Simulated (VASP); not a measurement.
# ZrB (Fm-3m) in VASP: a series of runs

Aim: see how the results for ZrB move with the level of theory and the settings. Levels: PBE0, HSE06, PBE-based screened hybrid with 25 % exact exchange. Tasks: single point.

Program: VASP 6.6.1. These are calculated values, not measurements. Logs are shortened: lines on timing, memory, paths and dates and some standing lists are left out, and cuts for length are marked.

## (1) The cell of the first run

The structure is cubic, space group Fm-3m (No. 225). Conventional cell: a = 4.650 Å, b = 4.650 Å, c = 4.650 Å, α = 90.00°, β = 90.00°, γ = 90.00°. Within 3.1 Å of Zr (site symmetry m-3m) lie 6 B at 2.33 Å. Within 3.1 Å of B (site symmetry m-3m) lie 6 Zr at 2.33 Å.

## (2) Single point, PBE0

File POSCAR:

```
ZrB
1.0
    0.0000000000      2.3250000000      2.3250000000
    2.3250000000      0.0000000000      2.3250000000
    2.3250000000      2.3250000000      0.0000000000
Zr B
1 1
Direct
    0.0000000000      0.0000000000      0.0000000000
    0.5000000000      0.5000000000      0.5000000000
```

File INCAR.step1:

```
SYSTEM = ZrB
  PREC = Accurate
  ENCUT = 520
  EDIFF = 1E-5
  ISMEAR = -1
  SIGMA = 0.05
  LREAL = .FALSE.
  LASPH = .TRUE.
  NELM = 60
  ALGO = Normal
  ISIF = 2
  LWAVE = .TRUE.
  GGA = PE
  NBANDS = 14
```

File INCAR.step2:

```
SYSTEM = ZrB
  PREC = Accurate
  ENCUT = 520
  EDIFF = 1E-6
  ISMEAR = -1
  SIGMA = 0.05
  LREAL = .FALSE.
  LASPH = .TRUE.
  NELM = 60
  ALGO = Normal
  ISIF = 2
  LWAVE = .FALSE.
  LCHARG = .TRUE.
  GGA = PE
  LHFCALC = .TRUE.
  AEXX = 0.25
  PRECFOCK = Normal
  LELF = .TRUE.
  LVHAR = .TRUE.
  ISTART = 1
  NBANDS = 14
```

File KPOINTS:

```
Automatic mesh
0
G
  5 5 5
  0 0 0
```

Potentials or basis: VASP PAW PBE potentials, release 64 (Zr_sv, B).

On the command line:

```
> cat potpaw_PBE.64/Zr_sv/POTCAR potpaw_PBE.64/B/POTCAR > POTCAR
> cp INCAR.step1 INCAR
> mpirun -np 1 vasp_std > vasp.out
> cp INCAR.step2 INCAR
> mpirun -np 1 vasp_std > vasp.out
```

OUTCAR:

```text
SYSTEM = ZrB
   PREC = Accurate
   ENCUT = 520
   EDIFF = 1E-6
   ISMEAR = -1
   LREAL = .FALSE.
   LASPH = .TRUE.
   NELM = 60
   ISIF = 2
   GGA = PE
   LHFCALC = .TRUE.
   AEXX = 0.25
   PRECFOCK = Normal
   ISTART = 1

 ion  position               nearest neighbor table
   1  0.000  0.000  0.000-   2 2.33   2 2.33   2 2.33   2 2.33   2 2.33   2 2.33
   2  0.500  0.500  0.500-   1 2.33   1 2.33   1 2.33   1 2.33   1 2.33   1 2.33

  LATTYP: Found a face centered cubic cell.
 ALAT       =     4.6500000000

  Lattice vectors:

 A1 = (   0.0000000000,   2.3250000000,   2.3250000000)
 A2 = (   2.3250000000,   0.0000000000,   2.3250000000)
 A3 = (   2.3250000000,   2.3250000000,   0.0000000000)

Analysis of symmetry for initial positions (statically):
=====================================================================
 Subroutine PRICEL returns:
 Original cell was already a primitive cell.

 Routine SETGRP: Setting up the symmetry group for a
 face centered cubic supercell.

 Subroutine GETGRP returns: Found 48 space group operations
 (whereof 48 operations were pure point group operations)
 out of a pool of 48 trial point group operations.

The static configuration has the point symmetry O_h .

Analysis of symmetry for dynamics (positions and initial velocities):
=====================================================================
 Subroutine PRICEL returns:
 Original cell was already a primitive cell.

 Routine SETGRP: Setting up the symmetry group for a
 face centered cubic supercell.

 Subroutine GETGRP returns: Found 48 space group operations
 (whereof 48 operations were pure point group operations)
 out of a pool of 48 trial point group operations.

The dynamic configuration has the point symmetry O_h .

 Subroutine INISYM returns: Found 48 space group operations
 (whereof 48 operations are pure point group operations),
 and found     1 'primitive' translations

----------------------------------------------------------------------------------------

                                     Primitive cell

  volume of cell :      25.1362

  direct lattice vectors                    reciprocal lattice vectors
     0.000000000  2.325000000  2.325000000    -0.215053763  0.215053763  0.215053763
     2.325000000  0.000000000  2.325000000     0.215053763 -0.215053763  0.215053763
     2.325000000  2.325000000  0.000000000     0.215053763  0.215053763 -0.215053763

  length of vectors
     3.288046533  3.288046533  3.288046533     0.372484045  0.372484045  0.372484045

[... 82 lines left out ...]
   IALGO  =     38    algorithm
   IMIX   =      1    mixing-type and parameters
     AMIX     =   0.40;   BMIX     =  1.00
     AMIX_MAG =   1.60;   BMIX_MAG =  1.00
  volume/ion in A,a.u.               =      12.57        84.81
  Fermi-wavevector in a.u.,A,eV,Ry     =   1.378285  2.604581 25.846565  1.899669
  Thomas-Fermi vector in A             =   2.503360
   LORBIT       =      0    0 simple, 1 ext, 2 COOP (PROOUT), +10 PAW based schemes
   GGA     = PE    functional components
   LHFCALC =     T    Hartree Fock is set to
   PRECFOCK=normal    Normal, Fast or Accurate (Low or Medium for compatibility)
   ENCUT4O =  -1.0   cutoff for four orbital integrals eV
   NKREDX  =     1    reduce k-point grid by
   NKREDY  =     1    reduce k-point grid by
   NKREDZ  =     1    reduce k-point grid by
   AEXX    =    0.2500 exact exchange contribution
   HFSCREEN=    0.0000 screening length (either q_TF or 0.3 A-1)
   HFSCREENC=   0.0000 screening length for correlation (either q_TF or 0.3 A-1)
   ENCUTFOCK=  -1.0 apply spherical cutoff to Coloumb kernel
   IVDW    =     0    specifies the selected vdW correction
   LEPSILON=     F    determine dielectric tensor
   LRPA    =     F    only Hartree local field effects (RPA)
 non-spin polarized calculation
  energy-cutoff  :      520.00
  volume of cell :       25.14
 maximum number of plane-waves:       687
  NGX = 20; NGY = 20; NGZ = 20

 number of electron      15.0000000 magnetization

 Free energy of the ion-electron system (eV)
  ---------------------------------------------------
  ext. energy  EPLUGINS =         0.00000000
  ---------------------------------------------------
  free energy    TOTEN  =       -19.00913542 eV

  energy without entropy =      -18.99597637  energy(sigma->0) =      -19.00255589

 E-fermi :   9.1276     XC(G=0):  -9.6089

 val. band max:        8.3651112969   @ k =   0.2000   0.0000   0.0000
 cond. band min:       9.1401665438   @ k =   0.4000   0.2000   0.0000
 fundamental gap:      0.7750552469
 Fermi energy:         9.1276000196

 k-point     1 :       0.0000    0.0000    0.0000
  band No.  band energies     occupation
      1     -41.8131      2.00000
      2     -18.1335      2.00000
      3     -18.1335      2.00000
      4     -18.1335      2.00000
      5      -1.3361      2.00000
      6      11.7547      0.00000
      7      11.7547      0.00000
      8      11.7547      0.00000
      9      13.5686      0.00000
     10      13.5686      0.00000
     11      13.6336      0.00000
     12      13.6336      0.00000
     13      13.6336      0.00000
     14      21.1084      0.00000
[... 139 lines left out ...]
      1     -41.6432      2.00000
      2     -18.9258      2.00000
      3     -18.6708      2.00000
      4     -18.4233      2.00000
      5       2.0202      2.00000
      6       6.1792      2.00000
      7       7.1153      2.00000
      8       8.0631      2.00000
      9      14.1097      0.00000
     10      16.0420      0.00000
     11      17.5129      0.00000
     12      18.4550      0.00000
     13      21.4885      0.00000
     14      24.5648      0.00000

------------------------ aborting loop because EDIFF is reached ----------------------------------------

  FORCE on cell =-STRESS in cart. coord.  units (eV):
  Direction    XX          YY          ZZ          XY          YZ          ZX
  --------------------------------------------------------------------------------------
  -------------------------------------------------------------------------------------
  Total        5.4470984      5.4470984      5.4470984      0.0000000      0.0000000     -0.0000000
  in kB      347.1977781    347.1977781    347.1977781      0.0000000      0.0000000     -0.0000000
  external PRESSURE =     347.1977781 kB  Pullay stress =       0.0000000 kB

 VOLUME and BASIS-vectors are now :
 -----------------------------------------------------------------------------
  energy-cutoff  :      520.00
  volume of cell :       25.14
      direct lattice vectors                 reciprocal lattice vectors
     0.000000000  2.325000000  2.325000000    -0.215053763  0.215053763  0.215053763
     2.325000000  0.000000000  2.325000000     0.215053763 -0.215053763  0.215053763
     2.325000000  2.325000000  0.000000000     0.215053763  0.215053763 -0.215053763

 POSITION                                       TOTAL-FORCE (eV/Angst)
 -----------------------------------------------------------------------------------
      0.00000      0.00000      0.00000         0.000000      0.000000      0.000000
      2.32500      2.32500      2.32500         0.000000      0.000000      0.000000
 -----------------------------------------------------------------------------------
    total drift:                               -0.000000     -0.000000     -0.000000

  FREE ENERGIE OF THE ION-ELECTRON SYSTEM (eV)
  ---------------------------------------------------
  free  energy   TOTEN  =       -19.0091354175 eV

  energy  without entropy=      -18.9959763696  energy(sigma->0) =      -19.00255589
```

Wall time 4.2 min (1 thread of Intel Xeon 6975P-C (Granite Rapids), shared host); peak memory 0.15 GiB.

Results:

| Item | Value |
| --- | --- |
| Free energy | -19.0091 eV |
| Pressure | 34.7 GPa |
| Band gap on the k mesh | zero (an odd number of electrons rules out a gap without spin polarisation) |

Caveat: the k points lie up to 0.47 Å⁻¹ apart, too coarse for converged energies and pressures of a metal; the PAW data sets were made with another functional, which shifts forces and pressure a little.

## (3) Single point, HSE06

POSCAR is that of step 2.

File INCAR.step1:

```
PREC = Accurate
ENCUT = 520
EDIFF = 1E-5
ISMEAR = -1
SIGMA = 0.05
LREAL = False
LASPH = True
NELM = 100
ALGO = Normal
ISIF = 2
LWAVE = True
LCHARG = False
GGA = PE
NBANDS = 14
```

File INCAR.step2:

```
PREC = Accurate
ENCUT = 520
EDIFF = 1E-7
ISMEAR = -1
SIGMA = 0.05
LREAL = False
LASPH = True
NELM = 100
ALGO = Normal
ISIF = 2
LWAVE = False
LCHARG = False
GGA = PE
LHFCALC = True
HFSCREEN = 0.2079
PRECFOCK = Normal
ISTART = 1
NBANDS = 14
```

File KPOINTS:

```
Automatic mesh
0
Gamma
  5 5 5
```

Potentials or basis: VASP PAW PBE potentials, release 64 (Zr_sv, B).

On the command line:

```
> cat potpaw_PBE.64/Zr_sv/POTCAR potpaw_PBE.64/B/POTCAR > POTCAR
> cp INCAR.step1 INCAR
> mpirun -np 1 vasp_std > vasp.out
> cp INCAR.step2 INCAR
> mpirun -np 1 vasp_std > vasp.out
```

OUTCAR:

```text
PREC = Accurate
   ENCUT = 520
   EDIFF = 1E-7
   ISMEAR = -1
   LREAL = False
   LASPH = True
   NELM = 100
   ISIF = 2
   GGA = PE
   LHFCALC = True
   HFSCREEN = 0.2079
   PRECFOCK = Normal
   ISTART = 1

 ion  position               nearest neighbor table
   1  0.000  0.000  0.000-   2 2.33   2 2.33   2 2.33   2 2.33   2 2.33   2 2.33
   2  0.500  0.500  0.500-   1 2.33   1 2.33   1 2.33   1 2.33   1 2.33   1 2.33

  LATTYP: Found a face centered cubic cell.
 ALAT       =     4.6500000000

  Lattice vectors:

 A1 = (   0.0000000000,   2.3250000000,   2.3250000000)
 A2 = (   2.3250000000,   0.0000000000,   2.3250000000)
 A3 = (   2.3250000000,   2.3250000000,   0.0000000000)

Analysis of symmetry for initial positions (statically):
=====================================================================
 Subroutine PRICEL returns:
 Original cell was already a primitive cell.

 Routine SETGRP: Setting up the symmetry group for a
 face centered cubic supercell.

 Subroutine GETGRP returns: Found 48 space group operations
 (whereof 48 operations were pure point group operations)
 out of a pool of 48 trial point group operations.

The static configuration has the point symmetry O_h .

Analysis of symmetry for dynamics (positions and initial velocities):
=====================================================================
 Subroutine PRICEL returns:
 Original cell was already a primitive cell.

 Routine SETGRP: Setting up the symmetry group for a
 face centered cubic supercell.

 Subroutine GETGRP returns: Found 48 space group operations
 (whereof 48 operations were pure point group operations)
 out of a pool of 48 trial point group operations.

The dynamic configuration has the point symmetry O_h .

 Subroutine INISYM returns: Found 48 space group operations
[... 113 lines left out ...]
   NKREDZ  =     1    reduce k-point grid by
   AEXX    =    0.2500 exact exchange contribution
   HFSCREEN=    0.2079 screening length (either q_TF or 0.3 A-1)
   HFSCREENC=   0.2079 screening length for correlation (either q_TF or 0.3 A-1)
   ENCUTFOCK=  -1.0 apply spherical cutoff to Coloumb kernel
   IVDW    =     0    specifies the selected vdW correction
   LEPSILON=     F    determine dielectric tensor
   LRPA    =     F    only Hartree local field effects (RPA)
 non-spin polarized calculation
  energy-cutoff  :      520.00
  volume of cell :       25.14
 maximum number of plane-waves:       687
  NGX = 20; NGY = 20; NGZ = 20

 number of electron      15.0000000 magnetization

 Free energy of the ion-electron system (eV)
  ---------------------------------------------------
  ext. energy  EPLUGINS =         0.00000000
  ---------------------------------------------------
  free energy    TOTEN  =       -17.65651749 eV

  energy without entropy =      -17.64318391  energy(sigma->0) =      -17.64985070

 E-fermi :   9.1055     XC(G=0): -10.0093

 val. band max:        8.6884953792   @ k =   0.2000   0.0000   0.0000
 cond. band min:       9.1182653372   @ k =   0.4000   0.2000   0.0000
 fundamental gap:      0.4297699580
 Fermi energy:         9.1054767414

 k-point     1 :       0.0000    0.0000    0.0000
  band No.  band energies     occupation
      1     -41.3886      2.00000
      2     -17.7199      2.00000
      3     -17.7199      2.00000
      4     -17.7199      2.00000
      5      -0.8949      2.00000
      6      11.3776      0.00000
      7      11.3776      0.00000
      8      11.3776      0.00000
      9      13.1676      0.00000
     10      13.1676      0.00000
     11      13.2511      0.00000
     12      13.2511      0.00000
     13      13.2511      0.00000
     14      20.7487      0.00000
[... 139 lines left out ...]
      1     -41.2189      2.00000
      2     -18.5084      2.00000
      3     -18.2542      2.00000
      4     -18.0076      2.00000
      5       2.4377      2.00000
      6       6.5844      2.00000
      7       7.5156      2.00000
      8       8.4149      2.00000
      9      13.7244      0.00000
     10      15.6424      0.00000
     11      17.1023      0.00000
     12      18.0543      0.00000
     13      21.0801      0.00000
     14      24.1685      0.00000

------------------------ aborting loop because EDIFF is reached ----------------------------------------

  FORCE on cell =-STRESS in cart. coord.  units (eV):
  Direction    XX          YY          ZZ          XY          YZ          ZX
  --------------------------------------------------------------------------------------
  -------------------------------------------------------------------------------------
  Total        5.4726188      5.4726188      5.4726188      0.0000000     -0.0000000      0.0000000
  in kB      348.8244458    348.8244458    348.8244458      0.0000000     -0.0000000      0.0000000
  external PRESSURE =     348.8244458 kB  Pullay stress =       0.0000000 kB

 VOLUME and BASIS-vectors are now :
 -----------------------------------------------------------------------------
  energy-cutoff  :      520.00
  volume of cell :       25.14
      direct lattice vectors                 reciprocal lattice vectors
     0.000000000  2.325000000  2.325000000    -0.215053763  0.215053763  0.215053763
     2.325000000  0.000000000  2.325000000     0.215053763 -0.215053763  0.215053763
     2.325000000  2.325000000  0.000000000     0.215053763  0.215053763 -0.215053763

 POSITION                                       TOTAL-FORCE (eV/Angst)
 -----------------------------------------------------------------------------------
      0.00000      0.00000      0.00000        -0.000000      0.000000      0.000000
      2.32500      2.32500      2.32500         0.000000     -0.000000     -0.000000
 -----------------------------------------------------------------------------------
    total drift:                                0.000000      0.000000      0.000000

  FREE ENERGIE OF THE ION-ELECTRON SYSTEM (eV)
  ---------------------------------------------------
  free  energy   TOTEN  =       -17.6565174917 eV

  energy  without entropy=      -17.6431839137  energy(sigma->0) =      -17.64985070
```

Run time: 4.5 min. Hardware: 1 thread of Intel Xeon 6975P-C (Granite Rapids), shared host; peak memory 0.25 GiB.

Results:

- Free energy: -17.6565 eV
- Pressure: 34.9 GPa
- Band gap on the k mesh: zero (an odd number of electrons rules out a gap without spin polarisation)

Levels at points of the mesh, in eV from the Fermi level:
```csv
k point,band 3,band 4,band 5,band 6,band 7,band 8,band 9,band 10,band 11,band 12
"(0.00, 0.00, 0.00)",-26.83,-26.83,-10.00,2.27,2.27,2.27,4.06,4.06,4.15,4.15
```

Caveat: the k points lie up to 0.47 Å⁻¹ apart, too coarse for converged energies and pressures of a metal; the PAW data sets were made with another functional, which shifts forces and pressure a little.

## (4) Single point, PBE-based screened hybrid with 25 % exact exchange

POSCAR is that of step 3.

File INCAR.step1:

```
SYSTEM = ZrB
ALGO     = Normal         ! electronic algorithm
EDIFF    = 1E-5           ! SCF threshold, eV
ENCUT    = 520            ! plane-wave cutoff, eV
GGA      = PE             ! functional
ISIF     = 2              ! what is computed and relaxed
ISMEAR   = -1             ! smearing method
LASPH    = .TRUE.         ! aspherical terms in the spheres
LCHARG   = .FALSE.        ! write CHGCAR
LREAL    = .FALSE.        ! projectors in reciprocal space
LWAVE    = .TRUE.         ! write WAVECAR
NBANDS   = 14             ! bands
NELM     = 100            ! most SCF steps
PREC     = Accurate       ! precision mode
SIGMA    = 0.05           ! smearing width, eV
```

File INCAR.step2:

```
SYSTEM = ZrB
AEXX     = 0.25           ! exact-exchange fraction
ALGO     = Normal         ! electronic algorithm
EDIFF    = 1E-6           ! SCF threshold, eV
ENCUT    = 520            ! plane-wave cutoff, eV
GGA      = PE             ! functional
HFSCREEN = 0.3            ! screening, 1/A
ISIF     = 2              ! what is computed and relaxed
ISMEAR   = -1             ! smearing method
ISTART   = 1            
LASPH    = .TRUE.         ! aspherical terms in the spheres
LCHARG   = .FALSE.        ! write CHGCAR
LHFCALC  = .TRUE.         ! exact exchange
LREAL    = .FALSE.        ! projectors in reciprocal space
LWAVE    = .FALSE.        ! write WAVECAR
NBANDS   = 14             ! bands
NELM     = 100            ! most SCF steps
PREC     = Accurate       ! precision mode
PRECFOCK = Normal       
SIGMA    = 0.05           ! smearing width, eV
```

File KPOINTS:

```
k-points
0
G
  5 5 5
  0 0 0
```

On the command line:

```
> cat potpaw_PBE.64/Zr_sv/POTCAR potpaw_PBE.64/B/POTCAR > POTCAR
> cp INCAR.step1 INCAR
> mpirun -np 1 vasp_std > vasp.out
> cp INCAR.step2 INCAR
> mpirun -np 1 vasp_std > vasp.out
```

Run time: 4.2 min. Hardware: 1 thread of Intel Xeon 6975P-C (Granite Rapids), shared host; peak memory 0.24 GiB.

Results (log left out):

* Free energy: -17.2037 eV
* Pressure: 35.1 GPa
* Band gap on the k mesh: zero (an odd number of electrons rules out a gap without spin polarisation)

Levels at points of the mesh, in eV from the Fermi level:
```
           k point  band 3  band 4  band 5  band 6  band 7  band 8  band 9  band 10  band 11  band 12
(0.00, 0.00, 0.00)  -26.66  -26.66   -9.82    2.15    2.15    2.15    3.93     3.93     4.03     4.03
```

Caveat: the k points lie up to 0.47 Å⁻¹ apart, too coarse for converged energies and pressures of a metal; the PAW data sets were made with another functional, which shifts forces and pressure a little.

## (5) The runs side by side

```csv
level,screening parameter,gap on the mesh (eV),pressure (GPa)
PBE0,-,none,34.7
HSE06,0.2079 1/Å,none,34.9
PBE-based screened hybrid with 25 % exact exchange,0.3 1/Å,none,35.1
```

Alike in all rows: task single point; potentials or basis VASP PAW PBE potentials, release 64 (Zr_sv, B); no spin polarisation; cell as given; k mesh 5 × 5 × 5; cutoff (eV) 520; smearing fermi-dirac 0.05 eV.

Caveats: all runs use coarse meshes; the PAW data sets were made with another functional, which shifts forces and pressure a little.

Total energies depend on the potentials used, so only differences within one code and one set of settings carry meaning.
